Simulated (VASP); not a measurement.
Set up this calculation in VASP 6.6.1, as the native input.

```
Task                   : single point
Functional             : LDA
Potentials or basis    : VASP PAW LDA potentials, release 64 (Ni)
Cutoff                 : 520 eV
k mesh                 : 24 × 24 × 24
Occupations            : gaussian, width 0.15 eV
Spin                   : collinear spin, ferromagnetic start
Starting moments       : [0.375] μB
Fixed moment           : 0.375 μB
Dipole correction      : no
Further INCAR settings : ALGO = Normal; EDIFF = 1e-06; NBANDS = 15
```

The structure of Ni lies in POSCAR:

```
Ni
1.0
    0.0000000000      1.7119891795      1.7119891795
    1.7119891795      0.0000000000      1.7119891795
    1.7119891795      1.7119891795      0.0000000000
Ni
1
Direct
    0.0000000000      0.0000000000      0.0000000000
```

The input as run:

INCAR

```
PREC = Accurate
ENCUT = 520
EDIFF = 1E-6
ISMEAR = 0
SIGMA = 0.15
LREAL = F
LASPH = T
NELM = 150
ALGO = Normal
ISIF = 2
LWAVE = F
LCHARG = F
ISPIN = 2
MAGMOM = 0.375
LORBIT = 11
NUPDOWN = 0.375
LMAXMIX = 4
NBANDS = 15
```

KPOINTS

```
Automatic mesh
0
Gamma
  24 24 24
```

Potentials or basis: VASP PAW LDA potentials, release 64 (Ni).

Launch:

```bash
$ cat potpaw_LDA.64/Ni/POTCAR > POTCAR
$ mpirun -np 1 vasp_std > vasp.out
```

Results of the run:

```
Pressure                                              : -0.8 GPa
Net moment                                            : 0.37 μB per cell
Site moments                                          : Ni +0.38 μB
Valence electrons inside the program's atomic spheres : Ni 9.48
```

Caveat: the total moment is fixed, so each spin has its own Fermi level and the state may be an excited one.

It took 2.1 min on 1 thread of AMD EPYC 7R43 64-Core Processor (Zen 3), on a shared host, peak memory 0.16 GiB.
